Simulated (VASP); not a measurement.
# YHSe (P-6m2) in VASP: a series of runs

The runs below take YHSe through single point, with LDA.

Program: VASP 6.6.1. These are calculated values, not measurements. Logs are shortened: lines on timing, memory, paths and dates and some standing lists are left out, and cuts for length are marked.

### 1 The cell of the first run

The structure is hexagonal, space group P-6m2 (No. 187). The conventional cell has a = 3.687 Å, b = 3.687 Å, c = 3.602 Å, α = 90.00°, β = 90.00°, γ = 120.00°. Within 2.8 Å of Y (site symmetry -6m2) lie 3 H at 2.13 Å and 6 Se at 2.79 Å. Within 2.8 Å of H (site symmetry -6m2) lie 3 Y at 2.13 Å and 6 Se at 2.79 Å. Se (site symmetry -6m2) has 6 H at 2.79 Å and 6 Y at 2.79 Å and 8 Se at 3.60 to 3.69 Å within 3.7 Å.

### 2 Single point, LDA (strain -0.040 along x and y, -0.080 along z)

INCAR reads:

```
SYSTEM = YHSe
  ALGO = Normal
  EDIFF = 1E-6
  ENCUT = 520
  GGA = CA
  ISIF = 2
  ISMEAR = 0
  LASPH = .True.
  LCHARG = .False.
  LREAL = .False.
  LWAVE = .False.
  NBANDS = 16
  NELM = 80
  PREC = Accurate
  SIGMA = 0.05
```

KPOINTS reads:

```
k-points
0
Gamma
  9 9 8
  0 0 0
```

POSCAR reads:

```
YHSe
1.0
    3.6872940824      0.0000000000      0.0000000000
   -1.8436470412      3.1932903466      0.0000000000
    0.0000000000      0.0000000000      3.6023055952
Y H Se
1 1 1
Direct
    0.0000000000      0.0000000000      0.0000000000
    0.3333333333      0.6666666667      0.0000000000
    0.6666666667      0.3333333333      0.5000000000
```

Potentials or basis: VASP PAW LDA potentials, release 64 (Y_sv, H, Se).

Started as:

```bash
cat potpaw_LDA.64/Y_sv/POTCAR potpaw_LDA.64/H/POTCAR potpaw_LDA.64/Se/POTCAR > POTCAR
mpirun -np 1 vasp_std > vasp.out
```

OUTCAR:

```text
SYSTEM = YHSe
   EDIFF = 1E-6
   ENCUT = 520
   GGA = CA
   ISIF = 2
   ISMEAR = 0
   LASPH = .True.
   LREAL = .False.
   NELM = 80
   PREC = Accurate

 ion  position               nearest neighbor table
   1  0.000  0.000  0.000-   2 2.13   2 2.13   2 2.13   3 2.79   3 2.79   3 2.79   3 2.79   3 2.79
                             3 2.79
   2  0.333  0.667  0.000-   1 2.13   1 2.13   1 2.13
   3  0.667  0.333  0.500-   1 2.79   1 2.79   1 2.79   1 2.79   1 2.79   1 2.79

  LATTYP: Found a hexagonal cell.
 ALAT       =     3.6872940824
 C/A-ratio  =     0.9769509876

  Lattice vectors:

 A1 = (   3.6872940824,   0.0000000000,   0.0000000000)
 A2 = (  -1.8436470412,   3.1932903466,   0.0000000000)
 A3 = (   0.0000000000,   0.0000000000,   3.6023055952)

Analysis of symmetry for initial positions (statically):
=====================================================================
 Subroutine PRICEL returns:
 Original cell was already a primitive cell.

 Routine SETGRP: Setting up the symmetry group for a
 hexagonal supercell.

 Subroutine GETGRP returns: Found 12 space group operations
 (whereof 12 operations were pure point group operations)
 out of a pool of 24 trial point group operations.

The static configuration has the point symmetry D_3h.

Analysis of symmetry for dynamics (positions and initial velocities):
=====================================================================
 Subroutine PRICEL returns:
 Original cell was already a primitive cell.

 Routine SETGRP: Setting up the symmetry group for a
 hexagonal supercell.

 Subroutine GETGRP returns: Found 12 space group operations
 (whereof 12 operations were pure point group operations)
 out of a pool of 24 trial point group operations.

The dynamic configuration has the point symmetry D_3h.

 Subroutine INISYM returns: Found 12 space group operations
 (whereof 12 operations are pure point group operations),
 and found     1 'primitive' translations

----------------------------------------------------------------------------------------

                                     Primitive cell

  volume of cell :      42.4157

  direct lattice vectors                    reciprocal lattice vectors
     3.687294082  0.000000000  0.000000000     0.271201585  0.156578308  0.000000000
    -1.843647041  3.193290347  0.000000000     0.000000000  0.313156616  0.000000000
     0.000000000  0.000000000  3.602305595     0.000000000  0.000000000  0.277599991

  length of vectors
     3.687294082  3.687294082  3.602305595     0.313156616  0.313156616  0.277599991
[... 86 lines left out ...]
   NSW    =      0    number of steps for IOM
   IBRION =     -1    ionic relax: 0-MD 1-quasi-New 2-CG
   NFREE  =      0    steps in history (QN), initial steepest desc. (CG)
   ISIF   =      2    stress and relaxation
   ISYM   =      2    0-nonsym 1-usesym 2-fastsym
   POTIM  = 0.5000    time-step for ionic-motion
   TEBEG  =    0.0;   TEEND  =   0.0 temperature during run
   PSTRESS=    0.0 pullay stress
   NELECT =      18.0000    total number of electrons
   NUPDOWN=      -1.0000    fix difference up-down
   EMIN   =  10.00;   EMAX   =-10.00  energy-range for DOS
   EFERMI =   0.00;   METHOD = LEGACY
   ISMEAR =     0;   SIGMA  =   0.05  broadening in eV -4-tet -1-fermi 0-gaus
   EFERMI_NEDOS =   21; number of points for ismear=-14 and -15
   IALGO  =     38    algorithm
   IMIX   =      4    mixing-type and parameters
     AMIX     =   0.40;   BMIX     =  1.00
     AMIX_MAG =   1.60;   BMIX_MAG =  1.00
  volume/ion in A,a.u.               =      14.14        95.41
  Fermi-wavevector in a.u.,A,eV,Ry     =   1.230241  2.324818 20.592311  1.513492
  Thomas-Fermi vector in A             =   2.365097
   LORBIT       =      0    0 simple, 1 ext, 2 COOP (PROOUT), +10 PAW based schemes
   GGA     = CA    functional components
   LHFCALC =     F    Hartree Fock is set to
   AEXX    =    0.0000 exact exchange contribution
   IVDW    =     0    specifies the selected vdW correction
   LEPSILON=     F    determine dielectric tensor
   LRPA    =     F    only Hartree local field effects (RPA)
 non-spin polarized calculation
 Gauss-broadening in eV      SIGMA  =   0.05
  energy-cutoff  :      520.00
  volume of cell :       42.42
 maximum number of plane-waves:      1158
 NGX is ok and might be reduce to    28
   NGX = 13   NGY = 13   NGZ = 13

 number of electron      18.0000000 magnetization

 Free energy of the ion-electron system (eV)
  ---------------------------------------------------
  ext. energy  EPLUGINS =         0.00000000
  ---------------------------------------------------
  free energy    TOTEN  =       -19.12490124 eV

  energy without entropy =      -19.12490124  energy(sigma->0) =      -19.12490124

 E-fermi :   5.6776     XC(G=0): -11.2570

 val. band max:        5.4224683421   @ k =   0.0000   0.0000   0.5000
 cond. band min:       6.3285038372   @ k =   0.0000   0.0000   0.0000
 fundamental gap:      0.9060354951
 Fermi energy:         5.6776485011

 k-point     1 :       0.0000    0.0000    0.0000
  band No.  band energies     occupation
      1     -36.0568      2.00000
      2     -16.2117      2.00000
      3     -16.1183      2.00000
      4     -16.1183      2.00000
      5      -8.6928      2.00000
      6       1.6441      2.00000
[... 433 lines left out ...]
      3     -16.4816      2.00000
      4     -16.1805      2.00000
      5      -7.2053      2.00000
      6       0.2969      2.00000
[... 8 lines left out ...]
     15      14.2588      0.00000
     16      14.8047      0.00000

 [... further k-points ...]

------------------------ aborting loop because EDIFF is reached ----------------------------------------

  FORCE on cell =-STRESS in cart. coord.  units (eV):
  Direction    XX          YY          ZZ          XY          YZ          ZX
  --------------------------------------------------------------------------------------
  -------------------------------------------------------------------------------------
  Total        2.5462327      2.5462327      4.3622249      0.0000000      0.0000000      0.0000000
  in kB       96.1793710     96.1793710    164.7752199      0.0000000      0.0000000      0.0000000
  external PRESSURE =     119.0446539 kB  Pullay stress =       0.0000000 kB

 VOLUME and BASIS-vectors are now :
 -----------------------------------------------------------------------------
  energy-cutoff  :      520.00
  volume of cell :       42.42
      direct lattice vectors                 reciprocal lattice vectors
     3.687294082  0.000000000  0.000000000     0.271201585  0.156578308  0.000000000
    -1.843647041  3.193290347  0.000000000     0.000000000  0.313156616  0.000000000
     0.000000000  0.000000000  3.602305595     0.000000000  0.000000000  0.277599991

 POSITION                                       TOTAL-FORCE (eV/Angst)
 -----------------------------------------------------------------------------------
      0.00000      0.00000      0.00000        -0.000000      0.000000      0.000000
     -0.00000      2.12886      0.00000        -0.000000     -0.000000      0.000000
      1.84365      1.06443      1.80115         0.000000      0.000000      0.000000
 -----------------------------------------------------------------------------------
    total drift:                               -0.000000      0.000000      0.000000

  FREE ENERGIE OF THE ION-ELECTRON SYSTEM (eV)
  ---------------------------------------------------
  free  energy   TOTEN  =       -19.1249012362 eV

  energy  without entropy=      -19.1249012362  energy(sigma->0) =      -19.12490124
```

stdout:

```text
POSCAR found type information on POSCAR Y H Se
 POSCAR found :  3 types and       3 ions
 scaLAPACK will be used
 LDA part: xc-table for (Slater(with rela. corr.)+CA(PZ))
 , standard interpolation
 POSCAR, INCAR and KPOINTS ok, starting setup
 FFT: planning ... GRIDC
 FFT: planning ... GRID_SOFT
 FFT: planning ... GRID
 WAVECAR not read
 entering main loop
```

Run time: 19 s. Hardware: 1 thread of Intel Xeon Platinum 8488C (Sapphire Rapids), shared host; peak memory 0.19 GiB.

What came out:

* Free energy: -19.1249 eV
* Pressure: 11.9 GPa
* Band gap on the k mesh: 0.91 eV (least direct gap 1.51 eV)

Levels at points of the mesh, in eV from the valence-band top:
```csv
k point,band 5,band 6,band 7,band 8,band 9,band 10,band 11,band 12,band 13,band 14
"(0.00, 0.00, 0.00)",-14.12,-3.78,-2.25,-2.25,-1.56,0.91,4.27,4.27,4.30,4.30
"(0.00, 0.00, 0.50)",-12.66,-7.13,-1.69,-1.69,0.00,1.51,1.51,3.57,3.57,5.54
```

Caveat: the cell differs from its parent crystal (strain -0.040 along x and y, -0.080 along z); the stress differs along the axes, from 10 to 16 GPa.

### 3 Single point, LDA (strain -0.080 along x and y, +0.040 along z)

INCAR reads:

```
SYSTEM = YHSe
ALGO = Normal ; EDIFF = 1E-6
ENCUT = 520 ; ISIF = 2
ISMEAR = 0 ; LASPH = .TRUE.
LCHARG = .FALSE. ; LREAL = .FALSE.
LWAVE = .FALSE. ; NBANDS = 16
NELM = 80 ; PREC = Accurate
SIGMA = 0.05
```

KPOINTS reads:

```
k-points
0
G
  9 9 8
  0 0 0
```

POSCAR reads:

```
YHSe
1.0
    3.5336568289      0.0000000000      0.0000000000
   -1.7668284145      3.0602365821      0.0000000000
    0.0000000000      0.0000000000      4.0721715424
Y H Se
1 1 1
Direct
    0.0000000000      0.0000000000      0.0000000000
    0.3333333333      0.6666666667      0.0000000000
    0.6666666667      0.3333333333      0.5000000000
```

Potentials or basis: VASP PAW LDA potentials, release 64 (Y_sv, H, Se).

Started as:

```bash
cat potpaw_LDA.64/Y_sv/POTCAR potpaw_LDA.64/H/POTCAR potpaw_LDA.64/Se/POTCAR > POTCAR
mpirun -np 1 vasp_std > vasp.out
```

OUTCAR:

```text
SYSTEM = YHSe
   EDIFF = 1E-6
   ENCUT = 520
   ISIF = 2
   ISMEAR = 0
   LASPH = .TRUE.
   LREAL = .FALSE.
   NELM = 80
   PREC = Accurate

 ion  position               nearest neighbor table
   1  0.000  0.000  0.000-   2 2.04   2 2.04   2 2.04   3 2.88   3 2.88   3 2.88   3 2.88   3 2.88
                             3 2.88
   2  0.333  0.667  0.000-   1 2.04   1 2.04   1 2.04
   3  0.667  0.333  0.500-   1 2.88   1 2.88   1 2.88   1 2.88   1 2.88   1 2.88

  LATTYP: Found a hexagonal cell.
 ALAT       =     3.5336568289
 C/A-ratio  =     1.1523958719

  Lattice vectors:

 A1 = (   3.5336568289,   0.0000000000,   0.0000000000)
 A2 = (  -1.7668284145,   3.0602365821,   0.0000000000)
 A3 = (   0.0000000000,   0.0000000000,   4.0721715424)

Analysis of symmetry for initial positions (statically):
=====================================================================
 Subroutine PRICEL returns:
 Original cell was already a primitive cell.

 Routine SETGRP: Setting up the symmetry group for a
 hexagonal supercell.

 Subroutine GETGRP returns: Found 12 space group operations
 (whereof 12 operations were pure point group operations)
[... 170 lines left out ...]
 cond. band min:       6.2952726577   @ k =   0.3333   0.3333   0.0000
 fundamental gap:      1.7689816774
 Fermi energy:         4.8939006758

 k-point     1 :       0.0000    0.0000    0.0000
  band No.  band energies     occupation
      1     -36.6032      2.00000
      2     -16.8080      2.00000
      3     -16.5558      2.00000
      4     -16.5558      2.00000
      5      -8.7225      2.00000
      6       0.3387      2.00000
[... 433 lines left out ...]
      3     -17.0314      2.00000
      4     -16.6974      2.00000
      5      -7.1111      2.00000
      6       0.2290      2.00000
[... 8 lines left out ...]
     15      13.5617      0.00000
     16      14.7652      0.00000

 [... further k-points ...]

------------------------ aborting loop because EDIFF is reached ----------------------------------------

  FORCE on cell =-STRESS in cart. coord.  units (eV):
  Direction    XX          YY          ZZ          XY          YZ          ZX
  --------------------------------------------------------------------------------------
  -------------------------------------------------------------------------------------
  Total        4.2168804      4.2168804     -2.3658943     -0.0000000      0.0000000      0.0000000
  in kB      153.4251050    153.4251050    -86.0796467     -0.0000000      0.0000000      0.0000000
  external PRESSURE =      73.5901878 kB  Pullay stress =       0.0000000 kB

 VOLUME and BASIS-vectors are now :
 -----------------------------------------------------------------------------
  energy-cutoff  :      520.00
  volume of cell :       44.04
      direct lattice vectors                 reciprocal lattice vectors
     3.533656829  0.000000000  0.000000000     0.282992958  0.163386061  0.000000000
    -1.766828414  3.060236582  0.000000000     0.000000000  0.326772121  0.000000000
     0.000000000  0.000000000  4.072171542     0.000000000  0.000000000  0.245569223

 POSITION                                       TOTAL-FORCE (eV/Angst)
 -----------------------------------------------------------------------------------
      0.00000      0.00000      0.00000         0.000000     -0.000000      0.000000
     -0.00000      2.04016      0.00000         0.000000     -0.000000      0.000000
      1.76683      1.02008      2.03609        -0.000000      0.000000      0.000000
 -----------------------------------------------------------------------------------
    total drift:                               -0.000000      0.000000      0.000000

  FREE ENERGIE OF THE ION-ELECTRON SYSTEM (eV)
  ---------------------------------------------------
  free  energy   TOTEN  =       -18.9647775116 eV

  energy  without entropy=      -18.9647775116  energy(sigma->0) =      -18.96477751
```

Wall time 20 s (1 thread of Intel Xeon Platinum 8488C (Sapphire Rapids), shared host); peak memory 0.19 GiB.

What came out:

```yaml
Free_energy: -18.9648 eV
Pressure: 7.4 GPa
Band_gap_on_the_k_mesh: 1.77 eV (least direct gap 2.14 eV)
```

Levels at points of the mesh, in eV from the valence-band top:
```tsv
k point	band 5	band 6	band 7	band 8	band 9	band 10	band 11	band 12	band 13	band 14
(0.00, 0.00, 0.00)	-13.25	-4.19	-1.89	-0.51	-0.51	2.84	4.21	4.21	4.77	4.77
(0.00, 0.00, 0.50)	-12.26	-6.61	-0.20	0.00	0.00	2.14	2.14	4.80	4.80	5.38
```

Caveat: the cell differs from its parent crystal (strain -0.080 along x and y, +0.040 along z); the stress differs along the axes, from -9 to 15 GPa.

(Continued in part 2 of 2.)
